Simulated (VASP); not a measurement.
# Ta (I4/mmm) in VASP: a series of runs

The runs below take Ta through single point, with PBE.

Program: VASP 6.6.1. These are calculated values, not measurements. Logs are shortened: lines on timing, memory, paths and dates and some standing lists are left out, and cuts for length are marked.

### Step 1. The cell of the first run

Symmetry: I4/mmm, No. 139, tetragonal system. Conventional cell: a = 3.454 Å, b = 3.454 Å, c = 3.065 Å, α = 90.00°, β = 90.00°, γ = 90.00°. Within 3.8 Å of Ta (site symmetry 4/mmm) lie 14 Ta at 2.88 to 3.45 Å.

### Step 2. Single point, PBE (18.28 Å³/atom)

Input file INCAR:

```
PREC = Accurate ; ENCUT = 520
EDIFF = 1E-6 ; ISMEAR = 0
SIGMA = 0.15 ; LREAL = F
LASPH = T ; NELM = 60
ALGO = Fast ; ISIF = 2
LWAVE = F ; LCHARG = F
GGA = PE ; NBANDS = 12
```

Input file KPOINTS:

```
Automatic mesh
0
Gamma
  20 20 20
```

Input file POSCAR:

```
Ta
1.0
   -1.7269620584      1.7269620584      1.5323334344
    1.7269620584     -1.7269620584      1.5323334344
    1.7269620584      1.7269620584     -1.5323334344
Ta
1
Direct
    0.0000000000      0.0000000000      0.0000000000
```

Potentials or basis: VASP PAW PBE potentials, release 64 (Ta_pv).

On the command line:

```bash
$ cat potpaw_PBE.64/Ta_pv/POTCAR > POTCAR
$ mpirun -np 1 vasp_std > vasp.out
```

OUTCAR:

```text
PREC = Accurate
   ENCUT = 520
   EDIFF = 1E-6
   ISMEAR = 0
   LREAL = F
   LASPH = T
   NELM = 60
   ISIF = 2
   GGA = PE

 ion  position               nearest neighbor table
   1  0.000  0.000  0.000-

  LATTYP: Found a body centered tetragonal cell.
 ALAT       =     3.4539241168
 C/A-ratio  =     0.8873000000

  Lattice vectors:

 A1 = (  -1.7269620584,   1.7269620584,   1.5323334344)
 A2 = (   1.7269620584,  -1.7269620584,   1.5323334344)
 A3 = (   1.7269620584,   1.7269620584,  -1.5323334344)

Analysis of symmetry for initial positions (statically):
=====================================================================
 Subroutine PRICEL returns:
 Original cell was already a primitive cell.

 Routine SETGRP: Setting up the symmetry group for a
 body centered tetragonal supercell.

 Subroutine GETGRP returns: Found 16 space group operations
 (whereof 16 operations were pure point group operations)
 out of a pool of 16 trial point group operations.

The static configuration has the point symmetry D_4h.

Analysis of symmetry for dynamics (positions and initial velocities):
=====================================================================
 Subroutine PRICEL returns:
 Original cell was already a primitive cell.

 Routine SETGRP: Setting up the symmetry group for a
 body centered tetragonal supercell.

 Subroutine GETGRP returns: Found 16 space group operations
 (whereof 16 operations were pure point group operations)
 out of a pool of 16 trial point group operations.

The dynamic configuration has the point symmetry D_4h.

 Subroutine INISYM returns: Found 16 space group operations
 (whereof 16 operations are pure point group operations),
 and found     1 'primitive' translations

----------------------------------------------------------------------------------------

                                     Primitive cell

  volume of cell :      18.2801

  direct lattice vectors                    reciprocal lattice vectors
    -1.726962058  1.726962058  1.532333434     0.000000000  0.289525759  0.326299739
     1.726962058 -1.726962058  1.532333434     0.289525759  0.000000000  0.326299739
     1.726962058  1.726962058 -1.532333434     0.289525759  0.289525759  0.000000000

  length of vectors
     2.883199899  2.883199899  2.883199899     0.436230082  0.436230082  0.409451254

  position of ions in fractional coordinates (direct lattice)
     0.000000000  0.000000000  0.000000000

  ion indices of the primitive-cell ions
   primitive index   ion index
                 1           1

----------------------------------------------------------------------------------------

 KPOINTS: Automatic mesh

Automatic generation of k-mesh.
 Grid dimensions read from file:
 generate k-points for:   20   20   20

 Generating k-lattice:

  Cartesian coordinates                     Fractional coordinates (reciprocal lattice)
     0.000000000  0.014476288  0.016314987     0.050000000 -0.000000000  0.000000000
     0.014476288  0.000000000  0.016314987    -0.000000000  0.050000000  0.000000000
     0.014476288  0.014476288  0.000000000     0.000000000  0.000000000  0.050000000

  Length of vectors
     0.021811504  0.021811504  0.020472563

  Shift w.r.t. Gamma in fractional coordinates (k-lattice)
     0.000000000  0.000000000  0.000000000

 Subroutine IBZKPT returns following result:
 ===========================================

 Found    641 irreducible k-points:

 Following reciprocal coordinates:
            Coordinates               Weight
  0.000000  0.000000  0.000000      1.000000
  0.050000 -0.000000  0.000000      8.000000
  0.100000 -0.000000  0.000000      8.000000
  0.150000 -0.000000  0.000000      8.000000
  0.200000 -0.000000  0.000000      8.000000
  0.250000 -0.000000  0.000000      8.000000
[... 16 lines left out ...]
 -0.400000  0.050000 -0.000000     16.000000
 -0.350000  0.050000  0.000000     16.000000
 [... further k-points ...]
   k-points           NKPTS =    641   k-points in BZ     NKDIM =    641   number of bands    NBANDS=     12
   number of dos      NEDOS =    301   number of ions     NIONS =      1
   total plane-waves  NPLWV =  13824
   dimension x,y,z NGX =    24 NGY =   24 NGZ =   24
   dimension x,y,z NGXF=    48 NGYF=   48 NGZF=   48
   ions per type =               1
   NGX,Y,Z   is equivalent  to a cutoff of  13.84, 13.84, 13.84 a.u.
   NGXF,Y,Z  is equivalent  to a cutoff of  27.68, 27.68, 27.68 a.u.
 SYSTEM =  unknown system
   PREC   = accura    normal or accurate (medium, high low for compatibility)
   ISTART =      0    job   : 0-new  1-cont  2-samecut
   ICHARG =      2    charge: 1-file 2-atom 10-const
   ISPIN  =      1    spin polarized calculation?
   LNONCOLLINEAR =      F non collinear calculations
   LSORBIT =      F    spin-orbit coupling
   LASPH  =      T    aspherical Exc in radial PAW
   ENCUT  =  520.0 eV  38.22 Ry    6.18 a.u.   5.36  5.36  5.36*2*pi/ulx,y,z
   NELM   =     60;   NELMIN=  2; NELMDL= -5     # of ELM steps
   EDIFF  = 0.1E-05   stopping-criterion for ELM
   LREAL  =      F    real-space projection
[... 7 lines left out ...]
   TEBEG  =    0.0;   TEEND  =   0.0 temperature during run
   PSTRESS=    0.0 pullay stress
   NELECT =      11.0000    total number of electrons
   NUPDOWN=      -1.0000    fix difference up-down
   EMIN   =  10.00;   EMAX   =-10.00  energy-range for DOS
   EFERMI =   0.00;   METHOD = LEGACY
   ISMEAR =     0;   SIGMA  =   0.15  broadening in eV -4-tet -1-fermi 0-gaus
   EFERMI_NEDOS =   21; number of points for ismear=-14 and -15
   IALGO  =     68    algorithm
   IMIX   =      4    mixing-type and parameters
     AMIX     =   0.40;   BMIX     =  1.00
     AMIX_MAG =   1.60;   BMIX_MAG =  1.00
  volume/ion in A,a.u.               =      18.28       123.36
  Fermi-wavevector in a.u.,A,eV,Ry     =   1.382121  2.611830 25.990649  1.910259
  Thomas-Fermi vector in A             =   2.506842
   LORBIT       =      0    0 simple, 1 ext, 2 COOP (PROOUT), +10 PAW based schemes
   GGA     = PE    functional components
   LHFCALC =     F    Hartree Fock is set to
   AEXX    =    0.0000 exact exchange contribution
   IVDW    =     0    specifies the selected vdW correction
   LEPSILON=     F    determine dielectric tensor
   LRPA    =     F    only Hartree local field effects (RPA)
 non-spin polarized calculation
 RMM-DIIS sequential band-by-band and
 Gauss-broadening in eV      SIGMA  =   0.15
  energy-cutoff  :      520.00
  volume of cell :       18.28
 maximum number of plane-waves:       521
 NGX is ok and might be reduce to    24
   NGX = 11   NGY = 11   NGZ = 11

 number of electron      11.0000000 magnetization

 Free energy of the ion-electron system (eV)
  ---------------------------------------------------
  ext. energy  EPLUGINS =         0.00000000
  ---------------------------------------------------
  free energy    TOTEN  =       -11.77449589 eV

  energy without entropy =      -11.75900148  energy(sigma->0) =      -11.76674869

 E-fermi :   5.4207     XC(G=0): -12.5388

 val. band max:        5.4200646471   @ k =  -0.1500   0.3000   0.0500
 cond. band min:       5.4229524707   @ k =  -0.2500  -0.3000   0.1500
 fundamental gap:      0.0028878236
 Fermi energy:         5.4207213683

 k-point     1 :       0.0000    0.0000    0.0000
  band No.  band energies     occupation
      1     -27.7647      2.00000
      2     -27.7647      2.00000
      3     -27.7325      2.00000
      4      -2.4894      2.00000
      5       5.1850      1.97375
      6       6.7782      0.00000
      7       6.7782      0.00000
      8       8.1010      0.00000
      9      10.2688      0.00000
     10      19.6988      0.00000
     11      19.6988      0.00000
     12      22.0164      0.00000

 k-point     2 :       0.0500   -0.0000    0.0000
  band No.  band energies     occupation
      1     -27.7840      2.00000
      2     -27.7742      2.00000
      3     -27.7454      2.00000
      4      -2.3733      2.00000
      5       5.2150      1.94762
      6       6.7302      0.00000
      7       6.7650      0.00000
      8       8.1157      0.00000
      9      10.1573      0.00000
     10      19.9175      0.00000
     11      19.9336      0.00000
     12      22.1262      0.00000

 k-point     3 :       0.1000   -0.0000    0.0000
  band No.  band energies     occupation
      1     -27.8649      2.00000
      2     -27.8017      2.00000
      3     -27.7569      2.00000
      4      -2.0342      2.00000
      5       5.2397      1.91210
      6       6.5527      0.00000
      7       6.8086      0.00000
      8       8.1979      0.00000
      9       9.8990      0.00000
     10      20.5169      0.00000
     11      20.5511      0.00000
     12      22.3865      0.00000

 k-point     4 :       0.1500   -0.0000    0.0000
  band No.  band energies     occupation
      1     -27.9965      2.00000
      2     -27.8442      2.00000
      3     -27.7670      2.00000
      4      -1.5011      2.00000
      5       5.1216      1.99520
      6       6.2193      0.00000
      7       7.0898      0.00000
      8       8.4082      0.00000
      9       9.6331      0.00000
     10      20.0189      0.00000
     11      21.0634      0.00000
     12      21.5432      0.00000

 k-point     5 :       0.2000   -0.0000    0.0000
  band No.  band energies     occupation
      1     -28.1596      2.00000
      2     -27.8973      2.00000
      3     -27.7785      2.00000
      4      -0.8286      2.00000
      5       4.8426      2.00000
      6       5.8072      0.00027
      7       7.6715      0.00000
      8       8.7563      0.00000
      9       9.4414      0.00000
     10      20.0171      0.00000
     11      20.9137      0.00000
     12      22.8238      0.00000

 k-point     6 :       0.2500   -0.0000    0.0000
  band No.  band energies     occupation
      1     -28.3359      2.00000
      2     -27.9556      2.00000
      3     -27.7909      2.00000
      4      -0.1083      2.00000
      5       4.4933      2.00000
      6       5.4709      0.63606
      7       8.4931      0.00000
      8       9.2037      0.00000
      9       9.3470      0.00000
     10      19.9970      0.00000
     11      20.1203      0.00000
     12      23.1715      0.00000

 k-point     7 :       0.3000   -0.0000    0.0000
  band No.  band energies     occupation
      1     -28.5077      2.00000
      2     -28.0132      2.00000
      3     -27.8033      2.00000
      4       0.5208      2.00000
      5       4.1473      2.00000
      6       5.3872      1.24789
      7       9.2856      0.00000
      8       9.4869      0.00000
      9       9.7566      0.00000
     10      19.1003      0.00000
     11      20.0182      0.00000
     12      22.1332      0.00000

 k-point     8 :       0.3500   -0.0000    0.0000
  band No.  band energies     occupation
      1     -28.6590      2.00000
      2     -28.0647      2.00000
      3     -27.8143      2.00000
      4       0.9196      2.00000
      5       3.8479      2.00000
      6       5.6830      0.01340
      7       9.2801      0.00000
      8      10.3102      0.00000
      9      10.5832      0.00000
     10      18.1661      0.00000
     11      19.9987      0.00000
     12      20.5596      0.00000
[... 166 lines left out ...]
 k-point    20 :       0.4500    0.0500    0.0000
  band No.  band energies     occupation
      1     -28.8638      2.00000
      2     -28.1437      2.00000
      3     -27.8416      2.00000
      4       1.1785      2.00000
      5       3.4656      2.00000
      6       7.0035      0.00000
      7       9.1676      0.00000
      8      11.3915      0.00000
      9      12.9169      0.00000
     10      17.0030      0.00000
     11      17.2830      0.00000
     12      21.0864      0.00000

 k-point    21 :       0.5000    0.0500    0.0000
  band No.  band energies     occupation
      1     -28.8597      2.00000
      2     -28.1447      2.00000
      3     -27.8394      2.00000
      4       1.1775      2.00000
      5       3.4742      2.00000
      6       7.0166      0.00000
      7       9.1519      0.00000
      8      11.2440      0.00000
      9      12.9581      0.00000
     10      16.8605      0.00000
     11      17.5830      0.00000
     12      21.0540      0.00000

 k-point    22 :      -0.4500    0.0500   -0.0000
  band No.  band energies     occupation
      1     -28.8068      2.00000
      2     -28.1274      2.00000
      3     -27.8333      2.00000
      4       1.1720      2.00000
      5       3.5762      2.00000
      6       6.5023      0.00000
      7       9.2450      0.00000
      8      10.8307      0.00000
      9      12.3352      0.00000
     10      17.1076      0.00000
     11      18.6034      0.00000
     12      21.8541      0.00000

 k-point    23 :      -0.4000    0.0500   -0.0000
  band No.  band energies     occupation
      1     -28.7094      2.00000
      2     -28.0932      2.00000
      3     -27.8240      2.00000
      4       1.0889      2.00000
      5       3.7651      2.00000
      6       5.8315      0.00011
      7       9.3585      0.00000
      8      10.2617      0.00000
      9      11.3588      0.00000
     10      17.6788      0.00000
     11      19.9442      0.00000
     12      20.1706      0.00000

 k-point    24 :      -0.3500    0.0500    0.0000
  band No.  band energies     occupation
      1     -28.5754      2.00000
      2     -28.0453      2.00000
      3     -27.8122      2.00000
      4       0.8039      2.00000
      5       4.0275      2.00000
      6       5.3772      1.31877
      7       9.4209      0.00000
      8       9.6455      0.00000
      9      10.3121      0.00000
     10      18.4910      0.00000
     11      20.0171      0.00000
     12      21.7239      0.00000

 [... further k-points ...]

------------------------ aborting loop because EDIFF is reached ----------------------------------------

  FORCE on cell =-STRESS in cart. coord.  units (eV):
  Direction    XX          YY          ZZ          XY          YZ          ZX
  --------------------------------------------------------------------------------------
  -------------------------------------------------------------------------------------
  Total       -0.1325855     -0.1325855      0.7662593      0.0000000      0.0000000      0.0000000
  in kB      -11.6205803    -11.6205803     67.1595038      0.0000000      0.0000000      0.0000000
  external PRESSURE =      14.6394477 kB  Pullay stress =       0.0000000 kB

 VOLUME and BASIS-vectors are now :
 -----------------------------------------------------------------------------
  energy-cutoff  :      520.00
  volume of cell :       18.28
      direct lattice vectors                 reciprocal lattice vectors
    -1.726962058  1.726962058  1.532333434     0.000000000  0.289525759  0.326299739
     1.726962058 -1.726962058  1.532333434     0.289525759  0.000000000  0.326299739
     1.726962058  1.726962058 -1.532333434     0.289525759  0.289525759  0.000000000

 POSITION                                       TOTAL-FORCE (eV/Angst)
 -----------------------------------------------------------------------------------
      0.00000      0.00000      0.00000         0.000000      0.000000      0.000000
 -----------------------------------------------------------------------------------
    total drift:                                0.000000      0.000000      0.000000

  FREE ENERGIE OF THE ION-ELECTRON SYSTEM (eV)
  ---------------------------------------------------
  free  energy   TOTEN  =       -11.7744958878 eV

  energy  without entropy=      -11.7590014841  energy(sigma->0) =      -11.76674869
```

It took 4.3 min on 1 thread of AMD EPYC 7R13, shared host; peak memory 0.23 GiB.

Results:

| Item | Value |
| --- | --- |
| Free energy | -11.7745 eV |
| Pressure | 1.5 GPa |
| Band gap on the k mesh | zero (an odd number of electrons rules out a gap without spin polarisation) |

Stress tensor (GPa, compression positive):
```
-1.16  0.00  0.00
 0.00 -1.16  0.00
 0.00  0.00  6.72
```

Caveat: spin-orbit coupling is left out, which moves the levels of the heavy elements.

### Step 3. Single point, PBE (18.28 Å³/atom)

Input file INCAR:

```
PREC = Accurate
ENCUT = 520
EDIFF = 1E-7
ISMEAR = 0
SIGMA = 0.15
LREAL = F
LASPH = T
NELM = 100
ALGO = Normal
ISIF = 2
LWAVE = F
LCHARG = T
GGA = PE
LELF = T
LVHAR = T
NBANDS = 12
```

KPOINTS is that of step 2.

Input file POSCAR:

```
Ta
1.0
   -1.5323582752      1.5323582752      1.9462482453
    1.5323582752     -1.5323582752      1.9462482453
    1.5323582752      1.5323582752     -1.9462482453
Ta
1
Direct
    0.0000000000      0.0000000000      0.0000000000
```

Potentials or basis: VASP PAW PBE potentials, release 64 (Ta_pv).

On the command line:

```bash
$ cat potpaw_PBE.64/Ta_pv/POTCAR > POTCAR
$ mpirun -np 1 vasp_std > vasp.out
```

Run time: 3.9 min. Hardware: 1 thread of AMD EPYC 7R13, shared host; peak memory 0.22 GiB.

Results (log left out):

- Free energy: -11.6392 eV
- Pressure: 4.2 GPa
- Band gap on the k mesh: zero (an odd number of electrons rules out a gap without spin polarisation)

Stress tensor (GPa, compression positive):
```
 9.01  0.00  0.00
 0.00  9.01  0.00
 0.00  0.00 -5.50
```

Levels at points of the mesh, in eV from the Fermi level:
```
           k point  band 1  band 2  band 3  band 4  band 5  band 6  band 7  band 8  band 9  band 10
(0.00, 0.00, 0.00)  -33.42  -33.41  -33.41   -8.14    0.20    0.20    1.52    2.63    4.39    12.82
(0.50, 0.00, 0.00)  -34.53  -33.63  -33.48   -4.62   -0.45    0.90    1.18    5.54    6.57    10.62
(0.50, 0.50, 0.00)  -34.45  -33.86  -33.64   -4.49   -3.17    2.51    5.78    6.05    7.36    11.27
(0.50, 0.50, 0.50)  -34.45  -33.94  -33.94   -4.33   -3.56    4.55    6.05    6.77    6.77    10.38
```

Caveat: the cell stands under pressure; spin-orbit coupling is left out, which moves the levels of the heavy elements.

[end of part 1 of 2]
